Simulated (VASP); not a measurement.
Here is a VASP 6.6.1 calculation.

The input INCAR:

```
PREC     = Accurate       # precision mode
ENCUT    = 520            # plane-wave cutoff, eV
EDIFF    = 1E-6           # SCF threshold, eV
ISMEAR   = -1             # smearing method
SIGMA    = 0.08           # smearing width, eV
LREAL    = False          # projectors in reciprocal space
LASPH    = True           # aspherical terms in the spheres
NELM     = 60             # most SCF steps
ALGO     = Normal         # electronic algorithm
ISIF     = 2              # what is computed and relaxed
LWAVE    = False          # write WAVECAR
LCHARG   = False          # write CHGCAR
GGA      = CA             # functional
NBANDS   = 12             # bands
```

File KPOINTS:

```
regular mesh
0
Gamma
  13 13 13
```

POSCAR

```
Y
1.0
    0.0000000000      1.8510076718      1.8510076718
    1.8510076718      0.0000000000      1.8510076718
    1.8510076718      1.8510076718      0.0000000000
Y
1
Direct
    0.0000000000      0.0000000000      0.0000000000
```

Potentials or basis: VASP PAW LDA potentials, release 64 (Y_sv).

Launch:

```sh
$ cat potpaw_LDA.64/Y_sv/POTCAR > POTCAR
$ mpirun -np 1 vasp_std > vasp.out
```

Question: What does it give for the pressure?

Answer: 143.4 GPa.
